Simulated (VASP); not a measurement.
# BeC (P6_3mc) in VASP: single point with PBE

Aim: the single point of BeC with PBE.

Program: VASP 6.6.1. These are calculated values, not measurements. Logs are shortened: lines on timing, memory, paths and dates and some standing lists are left out, and cuts for length are marked.

## Step 1: The cell of the first run

It takes space group P6_3mc (No. 186, hexagonal). Conventional cell: a = 2.838 Å, b = 2.838 Å, c = 4.657 Å, α = 90.00°, β = 90.00°, γ = 120.00°. Be (site symmetry 3m) has 4 C at 1.72 to 1.79 Å within 2.3 Å. C (site symmetry 3m) has 4 Be at 1.72 to 1.79 Å within 2.3 Å.

The cell was generated, and may not be a known phase.

## Step 2: Single point, PBE

INCAR

```
SYSTEM = BeC
PREC = Accurate
ENCUT = 600
EDIFF = 1E-6
ISMEAR = 0
SIGMA = 0.1
LREAL = .FALSE.
LASPH = .TRUE.
NELM = 120
ALGO = Normal
ISIF = 2
LWAVE = .FALSE.
LCHARG = .FALSE.
GGA = PE
NBANDS = 14
GGA_COMPAT = .FALSE.
```

KPOINTS

```
regular mesh
0
G
  9 9 4
  0 0 0
```

POSCAR

```
BeC
1.0
    2.8377002500      0.0000000000      0.0000000000
   -1.4188501200      2.4575205000      0.0000000000
    0.0000000000      0.0000000000      4.6569306500
Be C
2 2
Direct
    0.3333333300      0.6666666700      0.0000000000
    0.6666666700      0.3333333300      0.5000000000
    0.3333333300      0.6666666700      0.3849999900
    0.6666666700      0.3333333300      0.8849999900
```

Potentials or basis: VASP PAW PBE potentials, release 64 (Be, C).

On the command line:

```
$ cat potpaw_PBE.64/Be/POTCAR potpaw_PBE.64/C/POTCAR > POTCAR
$ mpirun -np 1 vasp_std > vasp.out
```

OUTCAR:

```text
SYSTEM = BeC
   PREC = Accurate
   ENCUT = 600
   EDIFF = 1E-6
   ISMEAR = 0
   LREAL = .FALSE.
   LASPH = .TRUE.
   NELM = 120
   ISIF = 2
   GGA = PE

 ion  position               nearest neighbor table
   1  0.333  0.667  0.000-   4 1.72   4 1.72   4 1.72   3 1.79
   2  0.667  0.333  0.500-   3 1.72   3 1.72   3 1.72   4 1.79
   3  0.333  0.667  0.385-   2 1.72   2 1.72   2 1.72   1 1.79
   4  0.667  0.333  0.885-   1 1.72   1 1.72   1 1.72   2 1.79

  LATTYP: Found a hexagonal cell.
 ALAT       =     2.8377002500
 C/A-ratio  =     1.6410932233

  Lattice vectors:

 A1 = (   2.8377002500,   0.0000000000,   0.0000000000)
 A2 = (  -1.4188501200,   2.4575205000,   0.0000000000)
 A3 = (   0.0000000000,   0.0000000000,   4.6569306500)

Analysis of symmetry for initial positions (statically):
=====================================================================
 Subroutine PRICEL returns:
 Original cell was already a primitive cell.

 Routine SETGRP: Setting up the symmetry group for a
 hexagonal supercell.

 Subroutine GETGRP returns: Found 12 space group operations
 (whereof  6 operations were pure point group operations)
 out of a pool of 24 trial point group operations.

The static configuration has the point symmetry C_3v.
 The point group associated with its full space group is C_6v.

Analysis of symmetry for dynamics (positions and initial velocities):
=====================================================================
 Subroutine PRICEL returns:
 Original cell was already a primitive cell.

 Routine SETGRP: Setting up the symmetry group for a
 hexagonal supercell.

 Subroutine GETGRP returns: Found 12 space group operations
 (whereof  6 operations were pure point group operations)
 out of a pool of 24 trial point group operations.

The dynamic configuration has the point symmetry C_3v.
 The point group associated with its full space group is C_6v.

 Subroutine INISYM returns: Found 12 space group operations
 (whereof  6 operations are pure point group operations),
 and found     1 'primitive' translations

----------------------------------------------------------------------------------------

                                     Primitive cell

  volume of cell :      32.4761

  direct lattice vectors                    reciprocal lattice vectors
     2.837700250  0.000000000  0.000000000     0.352398038  0.203457102  0.000000000
    -1.418850120  2.457520500  0.000000000     0.000000000  0.406914205  0.000000000
     0.000000000  0.000000000  4.656930650     0.000000000  0.000000000  0.214733711

  length of vectors
     2.837700250  2.837700243  4.656930650     0.406914204  0.406914205  0.214733711

  position of ions in fractional coordinates (direct lattice)
     0.333333330  0.666666670  0.000000000
     0.666666670  0.333333330  0.500000000
     0.333333330  0.666666670  0.384999990
     0.666666670  0.333333330  0.884999990

  ion indices of the primitive-cell ions
   primitive index   ion index
                 1           1
                 2           2
                 3           3
                 4           4

----------------------------------------------------------------------------------------

 KPOINTS: regular mesh

Automatic generation of k-mesh.
 Grid dimensions read from file:
 generate k-points for:    9    9    4

 Generating k-lattice:

  Cartesian coordinates                     Fractional coordinates (reciprocal lattice)
     0.039155338  0.022606345  0.000000000     0.111111111  0.000000000  0.000000000
     0.000000000  0.045212689  0.000000000     0.000000000  0.111111111  0.000000000
     0.000000000  0.000000000  0.053683428     0.000000000  0.000000000  0.250000000

  Length of vectors
     0.045212689  0.045212689  0.053683428

  Shift w.r.t. Gamma in fractional coordinates (k-lattice)
     0.000000000  0.000000000  0.000000000

 Subroutine IBZKPT returns following result:
 ===========================================

 Found     36 irreducible k-points:

 Following reciprocal coordinates:
            Coordinates               Weight
  0.000000  0.000000  0.000000      1.000000
  0.111111 -0.000000  0.000000      6.000000
  0.222222 -0.000000  0.000000      6.000000
  0.333333 -0.000000  0.000000      6.000000
  0.444444 -0.000000  0.000000      6.000000
  0.111111  0.111111  0.000000      6.000000
[... 16 lines left out ...]
  0.333333  0.222222  0.250000     24.000000
  0.333333  0.333333  0.250000      4.000000
 [... further k-points ...]
   k-points           NKPTS =     36   k-points in BZ     NKDIM =     36   number of bands    NBANDS=     14
   number of dos      NEDOS =    301   number of ions     NIONS =      4
   total plane-waves  NPLWV =  23040
   dimension x,y,z NGX =    24 NGY =   24 NGZ =   40
   dimension x,y,z NGXF=    48 NGYF=   48 NGZF=   80
   ions per type =               2   2
   NGX,Y,Z   is equivalent  to a cutoff of  14.06, 14.06, 14.28 a.u.
   NGXF,Y,Z  is equivalent  to a cutoff of  28.12, 28.12, 28.56 a.u.
 SYSTEM =  BeC
   PREC   = accura    normal or accurate (medium, high low for compatibility)
   ISTART =      0    job   : 0-new  1-cont  2-samecut
   ICHARG =      2    charge: 1-file 2-atom 10-const
   ISPIN  =      1    spin polarized calculation?
   LNONCOLLINEAR =      F non collinear calculations
   LSORBIT =      F    spin-orbit coupling
   LASPH  =      T    aspherical Exc in radial PAW
   ENCUT  =  600.0 eV  44.10 Ry    6.64 a.u.   5.67  5.67  9.30*2*pi/ulx,y,z
   NELM   =    120;   NELMIN=  2; NELMDL= -5     # of ELM steps
   EDIFF  = 0.1E-05   stopping-criterion for ELM
   LREAL  =      F    real-space projection
[... 7 lines left out ...]
   TEBEG  =    0.0;   TEEND  =   0.0 temperature during run
   PSTRESS=    0.0 pullay stress
   NELECT =      12.0000    total number of electrons
   NUPDOWN=      -1.0000    fix difference up-down
   EMIN   =  10.00;   EMAX   =-10.00  energy-range for DOS
   EFERMI =   0.00;   METHOD = LEGACY
   ISMEAR =     0;   SIGMA  =   0.10  broadening in eV -4-tet -1-fermi 0-gaus
   EFERMI_NEDOS =   21; number of points for ismear=-14 and -15
   IALGO  =     38    algorithm
   IMIX   =      4    mixing-type and parameters
     AMIX     =   0.40;   BMIX     =  1.00
     AMIX_MAG =   1.60;   BMIX_MAG =  1.00
  volume/ion in A,a.u.               =       8.12        54.79
  Fermi-wavevector in a.u.,A,eV,Ry     =   1.174755  2.219966 18.776722  1.380050
  Thomas-Fermi vector in A             =   2.311147
   LORBIT       =      0    0 simple, 1 ext, 2 COOP (PROOUT), +10 PAW based schemes
   GGA     = PE    functional components
   LHFCALC =     F    Hartree Fock is set to
   AEXX    =    0.0000 exact exchange contribution
   IVDW    =     0    specifies the selected vdW correction
   LEPSILON=     F    determine dielectric tensor
   LRPA    =     F    only Hartree local field effects (RPA)
 non-spin polarized calculation
 Gauss-broadening in eV      SIGMA  =   0.10
  energy-cutoff  :      600.00
  volume of cell :       32.48
 maximum number of plane-waves:      1105
 NGX is ok and might be reduce to    24
   NGX = 11   NGY = 11   NGZ = 19

 number of electron      12.0000000 magnetization

 Free energy of the ion-electron system (eV)
  ---------------------------------------------------
  ext. energy  EPLUGINS =         0.00000000
  ---------------------------------------------------
  free energy    TOTEN  =       -19.77120184 eV

  energy without entropy =      -19.75927017  energy(sigma->0) =      -19.76523600

 E-fermi :   4.2692     XC(G=0): -10.9158

 val. band max:        4.1402037435   @ k =   0.2222   0.2222   0.0000
 cond. band min:       4.2851369598   @ k =   0.3333   0.1111   0.2500
 fundamental gap:      0.1449332163
 Fermi energy:         4.2692028384

 k-point     1 :       0.0000    0.0000    0.0000
  band No.  band energies     occupation
      1      -9.0199      2.00000
      2      -5.5530      2.00000
      3      -1.6854      2.00000
      4       5.2668      0.00000
      5       5.2668      0.00000
      6       6.8249      0.00000
      7       6.8249      0.00000
      8       6.9779      0.00000
      9      15.1394      0.00000
     10      15.1394      0.00000
     11      15.3935      0.00000
     12      16.5535      0.00000
     13      17.0530      0.00000
     14      17.8724      0.00000

 k-point     2 :       0.1111   -0.0000    0.0000
  band No.  band energies     occupation
      1      -8.8097      2.00000
      2      -5.3949      2.00000
      3      -1.4818      2.00000
      4       4.4125      0.04272
      5       4.8693      0.00000
      6       6.1452      0.00000
      7       6.6371      0.00000
      8       6.7784      0.00000
      9      14.6742      0.00000
     10      15.6353      0.00000
     11      15.6382      0.00000
     12      17.0354      0.00000
     13      17.7289      0.00000
     14      18.0790      0.00000

 k-point     3 :       0.2222   -0.0000    0.0000
  band No.  band energies     occupation
      1      -8.1901      2.00000
      2      -4.9715      2.00000
      3      -0.8945      2.00000
      4       2.5540      2.00000
      5       4.0700      1.99516
      6       4.5567      0.00005
      7       6.1398      0.00000
      8       6.1597      0.00000
      9      14.0279      0.00000
     10      15.5089      0.00000
     11      16.5501      0.00000
     12      17.1805      0.00000
     13      18.4664      0.00000
     14      18.6705      0.00000
[... 324 lines left out ...]
 k-point    23 :       0.3333    0.2222    0.2500
  band No.  band energies     occupation
      1      -5.3924      2.00000
      2      -4.5829      2.00000
      3      -0.3574      2.00000
      4       0.5537      2.00000
      5       1.4395      2.00000
      6       2.6433      2.00000
      7       3.5376      2.00000
      8       4.6019      0.00000
      9      12.8477      0.00000
     10      15.5924      0.00000
     11      16.3581      0.00000
     12      17.5042      0.00000
     13      19.8602      0.00000
     14      20.7994      0.00000

 k-point    24 :       0.3333    0.3333    0.2500
  band No.  band energies     occupation
      1      -4.7338      2.00000
      2      -4.7338      2.00000
      3      -0.4890      2.00000
      4       0.9336      2.00000
      5       0.9336      2.00000
      6       1.6780      2.00000
      7       4.0818      1.99197
      8       4.0818      1.99197
      9      12.4778      0.00000
     10      16.4893      0.00000
     11      16.4893      0.00000
     12      17.5207      0.00000
     13      21.0015      0.00000
     14      21.0015      0.00000

 [... further k-points ...]

------------------------ aborting loop because EDIFF is reached ----------------------------------------

  FORCE on cell =-STRESS in cart. coord.  units (eV):
  Direction    XX          YY          ZZ          XY          YZ          ZX
  --------------------------------------------------------------------------------------
  -------------------------------------------------------------------------------------
  Total        5.2113578      5.2113577      0.4749231      0.0000000     -0.0000000      0.0000000
  in kB      257.0976062    257.0976052     23.4298979      0.0000005     -0.0000000      0.0000000
  external PRESSURE =     179.2083698 kB  Pullay stress =       0.0000000 kB

 VOLUME and BASIS-vectors are now :
 -----------------------------------------------------------------------------
  energy-cutoff  :      600.00
  volume of cell :       32.48
      direct lattice vectors                 reciprocal lattice vectors
     2.837700250  0.000000000  0.000000000     0.352398038  0.203457102  0.000000000
    -1.418850120  2.457520500  0.000000000     0.000000000  0.406914205  0.000000000
     0.000000000  0.000000000  4.656930650     0.000000000  0.000000000  0.214733711

 POSITION                                       TOTAL-FORCE (eV/Angst)
 -----------------------------------------------------------------------------------
     -0.00000      1.63835      0.00000        -0.000000      0.000000     -0.199767
      1.41885      0.81917      2.32847         0.000000     -0.000000     -0.199767
     -0.00000      1.63835      1.79292        -0.000000      0.000000      0.199767
      1.41885      0.81917      4.12138         0.000000     -0.000000      0.199767
 -----------------------------------------------------------------------------------
    total drift:                               -0.000004      0.000002     -0.000380

  FREE ENERGIE OF THE ION-ELECTRON SYSTEM (eV)
  ---------------------------------------------------
  free  energy   TOTEN  =       -19.7712018353 eV

  energy  without entropy=      -19.7592701702  energy(sigma->0) =      -19.76523600
```

Run time: 14 s. Hardware: 1 thread of Intel Xeon 8259CL, shared host; peak memory 0.16 GiB.

Results:

| Item | Value |
| --- | --- |
| Free energy | -19.7712 eV |
| Pressure | 17.9 GPa |
| Largest force | 0.200 eV/Å |
| Band gap on the k mesh | zero (bands 6 and 7 overlap by 3.82 eV) |

Forces on the atoms (eV/Å):
```
Be   0.000  0.000 -0.200
Be   0.000  0.000 -0.200
C    0.000  0.000  0.200
C    0.000  0.000  0.200
```

Caveat: the stress differs along the axes, from 2 to 26 GPa.

The gap in the log of VASP goes by the Fermi energy; the results here count the filled bands.